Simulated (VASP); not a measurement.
# KMgF3 (Pm-3m) in VASP: further runs

Runs on KMgF3. Level: PBE. Tasks: single point.

All numbers are computed with VASP 6.6.1; they aren't measurements. Logs are shortened: lines on timing, memory, paths and dates and some standing lists are left out, and cuts for length are marked.

## Step 1: The cell of the first run

Symmetry: Pm-3m, No. 221, cubic system. The conventional cell has a = 3.980 Å, b = 3.980 Å, c = 3.980 Å, α = 90.00°, β = 90.00°, γ = 90.00°. K (site symmetry m-3m) has 12 F at 2.81 Å and 8 Mg at 3.45 Å within 3.7 Å. Mg (site symmetry m-3m) has 6 F at 1.99 Å within 2.6 Å. F (site symmetry 4/mmm) has 2 Mg at 1.99 Å within 2.6 Å.

## Step 2: Single point, PBE

INCAR reads:

```
PREC     = Accurate       # precision mode
ENCUT    = 520            # plane-wave cutoff, eV
EDIFF    = 1E-6           # SCF threshold, eV
ISMEAR   = 0              # smearing method
SIGMA    = 0.01           # smearing width, eV
LREAL    = False          # projectors in reciprocal space
LASPH    = True           # aspherical terms in the spheres
NELM     = 60             # most SCF steps
ALGO     = Normal         # electronic algorithm
ISIF     = 2              # what is computed and relaxed
LWAVE    = False          # write WAVECAR
LCHARG   = True           # write CHGCAR
GGA      = PE             # functional
LELF     = True           # ELF
LVHAR    = True         
NBANDS   = 24             # bands
```

KPOINTS reads:

```
Automatic mesh
0
Gamma
  6 6 6
```

POSCAR reads:

```
KMgF3
1.0
    3.9802385405      0.0000000000      0.0000000000
    0.0000000000      3.9802385405      0.0000000000
    0.0000000000      0.0000000000      3.9802385405
K Mg F
1 1 3
Direct
    0.0000000000      0.0000000000      0.0000000000
    0.5000000000      0.5000000000      0.5000000000
    0.5000000000      0.5000000000      0.0000000000
    0.5000000000      0.0000000000      0.5000000000
    0.0000000000      0.5000000000      0.5000000000
```

Potentials or basis: VASP PAW PBE potentials, release 64 (K_sv, Mg, F).

Command:

```console
cat potpaw_PBE.64/K_sv/POTCAR potpaw_PBE.64/Mg/POTCAR potpaw_PBE.64/F/POTCAR > POTCAR
mpirun -np 1 vasp_std > vasp.out
```

OUTCAR:

```text
PREC = Accurate
   ENCUT = 520
   EDIFF = 1E-6
   ISMEAR = 0
   LREAL = False
   LASPH = True
   NELM = 60
   ISIF = 2
   GGA = PE

 ion  position               nearest neighbor table
   1  0.000  0.000  0.000-   3 2.81   4 2.81   5 2.81   4 2.81   5 2.81   3 2.81   5 2.81   5 2.81
                             3 2.81   4 2.81   4 2.81   3 2.81   2 3.45   2 3.45   2 3.45   2 3.45
   2  0.500  0.500  0.500-   3 1.99   4 1.99   5 1.99   3 1.99   4 1.99   5 1.99   1 3.45   1 3.45
                             1 3.45   1 3.45   1 3.45   1 3.45   1 3.45   1 3.45
   3  0.500  0.500  0.000-   2 1.99   2 1.99   1 2.81   1 2.81   1 2.81   1 2.81
   4  0.500  0.000  0.500-   2 1.99   2 1.99   1 2.81   1 2.81   1 2.81   1 2.81
   5  0.000  0.500  0.500-   2 1.99   2 1.99   1 2.81   1 2.81   1 2.81   1 2.81

  LATTYP: Found a simple cubic cell.
 ALAT       =     3.9802385405

  Lattice vectors:

 A1 = (   3.9802385405,   0.0000000000,   0.0000000000)
 A2 = (   0.0000000000,   3.9802385405,   0.0000000000)
 A3 = (   0.0000000000,   0.0000000000,   3.9802385405)

Analysis of symmetry for initial positions (statically):
=====================================================================
 Subroutine PRICEL returns:
 Original cell was already a primitive cell.

 Routine SETGRP: Setting up the symmetry group for a
 simple cubic supercell.

 Subroutine GETGRP returns: Found 48 space group operations
 (whereof 48 operations were pure point group operations)
 out of a pool of 48 trial point group operations.

The static configuration has the point symmetry O_h .

Analysis of symmetry for dynamics (positions and initial velocities):
=====================================================================
 Subroutine PRICEL returns:
 Original cell was already a primitive cell.

 Routine SETGRP: Setting up the symmetry group for a
 simple cubic supercell.

 Subroutine GETGRP returns: Found 48 space group operations
 (whereof 48 operations were pure point group operations)
 out of a pool of 48 trial point group operations.

The dynamic configuration has the point symmetry O_h .

 Subroutine INISYM returns: Found 48 space group operations
 (whereof 48 operations are pure point group operations),
 and found     1 'primitive' translations

----------------------------------------------------------------------------------------

                                     Primitive cell

  volume of cell :      63.0561

  direct lattice vectors                    reciprocal lattice vectors
     3.980238540  0.000000000  0.000000000     0.251241223  0.000000000  0.000000000
     0.000000000  3.980238540  0.000000000     0.000000000  0.251241223  0.000000000
     0.000000000  0.000000000  3.980238540     0.000000000  0.000000000  0.251241223

  length of vectors
     3.980238540  3.980238540  3.980238540     0.251241223  0.251241223  0.251241223

  position of ions in fractional coordinates (direct lattice)
     0.000000000  0.000000000  0.000000000
     0.500000000  0.500000000  0.500000000
     0.500000000  0.500000000  0.000000000
     0.500000000  0.000000000  0.500000000
     0.000000000  0.500000000  0.500000000

  ion indices of the primitive-cell ions
   primitive index   ion index
                 1           1
                 2           2
                 3           3
                 4           4
                 5           5

----------------------------------------------------------------------------------------

 KPOINTS: Automatic mesh

Automatic generation of k-mesh.
 Grid dimensions read from file:
 generate k-points for:    6    6    6

 Generating k-lattice:

  Cartesian coordinates                     Fractional coordinates (reciprocal lattice)
     0.041873537  0.000000000  0.000000000     0.166666667  0.000000000  0.000000000
     0.000000000  0.041873537  0.000000000     0.000000000  0.166666667  0.000000000
     0.000000000  0.000000000  0.041873537     0.000000000  0.000000000  0.166666667

  Length of vectors
     0.041873537  0.041873537  0.041873537

  Shift w.r.t. Gamma in fractional coordinates (k-lattice)
     0.000000000  0.000000000  0.000000000

 Subroutine IBZKPT returns following result:
 ===========================================

 Found     20 irreducible k-points:

 Following reciprocal coordinates:
            Coordinates               Weight
  0.000000  0.000000  0.000000      1.000000
  0.166667  0.000000  0.000000      6.000000
  0.333333  0.000000  0.000000      6.000000
  0.500000  0.000000  0.000000      3.000000
  0.166667  0.166667  0.000000     12.000000
  0.333333  0.166667  0.000000     24.000000
[... 12 lines left out ...]
  0.500000  0.500000  0.333333      6.000000
  0.500000  0.500000  0.500000      1.000000
   k-points           NKPTS =     20   k-points in BZ     NKDIM =     20   number of bands    NBANDS=     24
   number of dos      NEDOS =    301   number of ions     NIONS =      5
   total plane-waves  NPLWV =  27000
   dimension x,y,z NGX =    30 NGY =   30 NGZ =   30
   dimension x,y,z NGXF=    60 NGYF=   60 NGZF=   60
   ions per type =               1   1   3
   NGX,Y,Z   is equivalent  to a cutoff of  12.53, 12.53, 12.53 a.u.
   NGXF,Y,Z  is equivalent  to a cutoff of  25.06, 25.06, 25.06 a.u.
 SYSTEM =  unknown system
   PREC   = accura    normal or accurate (medium, high low for compatibility)
   ISTART =      0    job   : 0-new  1-cont  2-samecut
   ICHARG =      2    charge: 1-file 2-atom 10-const
   ISPIN  =      1    spin polarized calculation?
   LNONCOLLINEAR =      F non collinear calculations
   LSORBIT =      F    spin-orbit coupling
   LASPH  =      T    aspherical Exc in radial PAW
   ENCUT  =  520.0 eV  38.22 Ry    6.18 a.u.   7.40  7.40  7.40*2*pi/ulx,y,z
   NELM   =     60;   NELMIN=  2; NELMDL= -5     # of ELM steps
   EDIFF  = 0.1E-05   stopping-criterion for ELM
   LREAL  =      F    real-space projection
   EDIFFG = 0.1E-04   stopping-criterion for IOM
   NSW    =      0    number of steps for IOM
   IBRION =     -1    ionic relax: 0-MD 1-quasi-New 2-CG
   NFREE  =      0    steps in history (QN), initial steepest desc. (CG)
   ISIF   =      2    stress and relaxation
   ISYM   =      2    0-nonsym 1-usesym 2-fastsym
   POTIM  = 0.5000    time-step for ionic-motion
   TEBEG  =    0.0;   TEEND  =   0.0 temperature during run
   PSTRESS=    0.0 pullay stress
   NELECT =      32.0000    total number of electrons
   NUPDOWN=      -1.0000    fix difference up-down
   EMIN   =  10.00;   EMAX   =-10.00  energy-range for DOS
   EFERMI =   0.00;   METHOD = LEGACY
   ISMEAR =     0;   SIGMA  =   0.01  broadening in eV -4-tet -1-fermi 0-gaus
   EFERMI_NEDOS =   21; number of points for ismear=-14 and -15
   IALGO  =     38    algorithm
   IMIX   =      4    mixing-type and parameters
     AMIX     =   0.40;   BMIX     =  1.00
     AMIX_MAG =   1.60;   BMIX_MAG =  1.00
  volume/ion in A,a.u.               =      12.61        85.10
  Fermi-wavevector in a.u.,A,eV,Ry     =   1.305817  2.467637 23.200091  1.705159
  Thomas-Fermi vector in A             =   2.436661
   LORBIT       =      0    0 simple, 1 ext, 2 COOP (PROOUT), +10 PAW based schemes
   GGA     = PE    functional components
   LHFCALC =     F    Hartree Fock is set to
   AEXX    =    0.0000 exact exchange contribution
   IVDW    =     0    specifies the selected vdW correction
   LEPSILON=     F    determine dielectric tensor
   LRPA    =     F    only Hartree local field effects (RPA)
 non-spin polarized calculation
 Gauss-broadening in eV      SIGMA  =   0.01
  energy-cutoff  :      520.00
  volume of cell :       63.06
 maximum number of plane-waves:      1743
 NGX is ok and might be reduce to    30
   NGX = 15   NGY = 15   NGZ = 15

 number of electron      31.9999959 magnetization

 Free energy of the ion-electron system (eV)
  ---------------------------------------------------
  ext. energy  EPLUGINS =         0.00000000
  ---------------------------------------------------
  free energy    TOTEN  =       -24.40806302 eV

  energy without entropy =      -24.40806302  energy(sigma->0) =      -24.40806302

 E-fermi :  -1.5005     XC(G=0):  -9.7053

 val. band max:       -1.5792778773   @ k =   0.5000   0.5000   0.5000
 cond. band min:       5.7577085825   @ k =   0.0000   0.0000   0.0000
 fundamental gap:      7.3369864598
 Fermi energy:        -1.5004535038

 k-point     1 :       0.0000    0.0000    0.0000
  band No.  band energies     occupation
      1     -27.2248      2.00000
      2     -21.7098      2.00000
      3     -21.0506      2.00000
      4     -21.0506      2.00000
      5     -10.7176      2.00000
      6     -10.7176      2.00000
[... 16 lines left out ...]
     23      12.4847      0.00000
     24      15.3946      0.00000

 k-point     2 :       0.1667    0.0000    0.0000
  band No.  band energies     occupation
      1     -27.2175      2.00000
      2     -21.6797      2.00000
      3     -21.0878      2.00000
      4     -21.0477      2.00000
      5     -10.7136      2.00000
      6     -10.7036      2.00000
[... 16 lines left out ...]
     23      12.4800      0.00000
     24      15.2839      0.00000

 k-point     3 :       0.3333    0.0000    0.0000
  band No.  band energies     occupation
      1     -27.2030      2.00000
      2     -21.6053      2.00000
      3     -21.1761      2.00000
      4     -21.0434      2.00000
      5     -10.7056      2.00000
      6     -10.6752      2.00000
[... 16 lines left out ...]
     23      12.4264      0.00000
     24      14.8513      0.00000
[... 406 lines left out ...]
 k-point    19 :       0.5000    0.5000    0.3333
  band No.  band energies     occupation
      1     -27.1646      2.00000
      2     -21.2474      2.00000
      3     -21.2393      2.00000
      4     -21.2393      2.00000
      5     -10.8777      2.00000
      6     -10.8777      2.00000
[... 16 lines left out ...]
     23      13.2299      0.00000
     24      13.2299      0.00000

 k-point    20 :       0.5000    0.5000    0.5000
  band No.  band energies     occupation
      1     -27.1611      2.00000
      2     -21.2344      2.00000
      3     -21.2344      2.00000
      4     -21.2344      2.00000
      5     -10.9058      2.00000
      6     -10.9058      2.00000
[... 16 lines left out ...]
     23      13.6258      0.00000
     24      13.6258      0.00000

------------------------ aborting loop because EDIFF is reached ----------------------------------------

  FORCE on cell =-STRESS in cart. coord.  units (eV):
  Direction    XX          YY          ZZ          XY          YZ          ZX
  --------------------------------------------------------------------------------------
  -------------------------------------------------------------------------------------
  Total        1.4612456      1.4612456      1.4612456      0.0000000      0.0000000     -0.0000000
  in kB       37.1284237     37.1284237     37.1284237      0.0000000      0.0000000     -0.0000000
  external PRESSURE =      37.1284237 kB  Pullay stress =       0.0000000 kB

 VOLUME and BASIS-vectors are now :
 -----------------------------------------------------------------------------
  energy-cutoff  :      520.00
  volume of cell :       63.06
      direct lattice vectors                 reciprocal lattice vectors
     3.980238540  0.000000000  0.000000000     0.251241223  0.000000000  0.000000000
     0.000000000  3.980238540  0.000000000     0.000000000  0.251241223  0.000000000
     0.000000000  0.000000000  3.980238540     0.000000000  0.000000000  0.251241223

 POSITION                                       TOTAL-FORCE (eV/Angst)
 -----------------------------------------------------------------------------------
      0.00000      0.00000      0.00000         0.000000      0.000000      0.000000
      1.99012      1.99012      1.99012         0.000000      0.000000      0.000000
      1.99012      1.99012      0.00000         0.000000      0.000000      0.000000
      1.99012      0.00000      1.99012         0.000000      0.000000      0.000000
      0.00000      1.99012      1.99012         0.000000      0.000000      0.000000
 -----------------------------------------------------------------------------------
    total drift:                                0.000000      0.000000     -0.000000

  FREE ENERGIE OF THE ION-ELECTRON SYSTEM (eV)
  ---------------------------------------------------
  free  energy   TOTEN  =       -24.4080630203 eV

  energy  without entropy=      -24.4080630203  energy(sigma->0) =      -24.40806302
```

It took 13 s on 1 thread of Intel Xeon 6975P-C (Granite Rapids), shared host; peak memory 0.17 GiB.

Results:

```
Free energy            : -24.4081 eV
Pressure               : 3.7 GPa
Band gap on the k mesh : 7.34 eV, indirect (least direct gap 7.66 eV)
```

[end of part 1 of 2]
